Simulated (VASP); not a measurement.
Set up this calculation in VASP 6.6.1, as the native input.

- Task: single point
- Functional: PBE
- Potentials or basis: VASP PAW PBE potentials, release 64 (Cd, Se)
- Cutoff: 520 eV
- k mesh: 6 × 6 × 2
- Occupations: gaussian, width 0.01 eV
- Spin: no spin polarisation
- Dipole correction: no
- Further INCAR settings: ALGO = Normal; EDIFF = 1e-07; NBANDS = 46

The structure of CdSe lies in POSCAR:

```
CdSe
1.0
    4.3826973580      0.0000000000      0.0000000000
   -2.1913486790      3.7955272491      0.0000000000
    0.0000000000      0.0000000000     14.3053200396
Cd Se
4 4
Direct
    0.0000000000      0.0000000000     -0.0001635463
    0.3333333333      0.6666666667      0.2499698776
    0.0000000000      0.0000000000      0.4998364537
    0.6666666667      0.3333333333      0.7499698776
    0.0000000000      0.0000000000      0.1874660279
    0.3333333333      0.6666666667      0.4377276407
    0.0000000000      0.0000000000      0.6874660279
    0.6666666667      0.3333333333      0.9377276407
```

These files were run (other wordings do the same):

INCAR

```
SYSTEM = CdSe
ALGO = Normal
EDIFF = 1E-7
ENCUT = 520
GGA = PE
ISIF = 2
ISMEAR = 0
LASPH = .True.
LCHARG = .False.
LREAL = .False.
LWAVE = .False.
NBANDS = 46
NELM = 100
PREC = Accurate
SIGMA = 0.01
```

KPOINTS

```
k-points
0
Gamma
  6 6 2
  0 0 0
```

Potentials or basis: VASP PAW PBE potentials, release 64 (Cd, Se).

Run with:

```sh
$ cat potpaw_PBE.64/Cd/POTCAR potpaw_PBE.64/Se/POTCAR > POTCAR
$ mpirun -np 1 vasp_std > vasp.out
```

Results of the run:

- Pressure: 0.3 GPa
- Band gap on the k mesh: 0.52 eV, direct

Wall time 110 s on 1 thread of Intel(R) Xeon(R) Platinum 8488C (Sapphire Rapids), with other jobs on the host, peak memory 0.41 GiB.
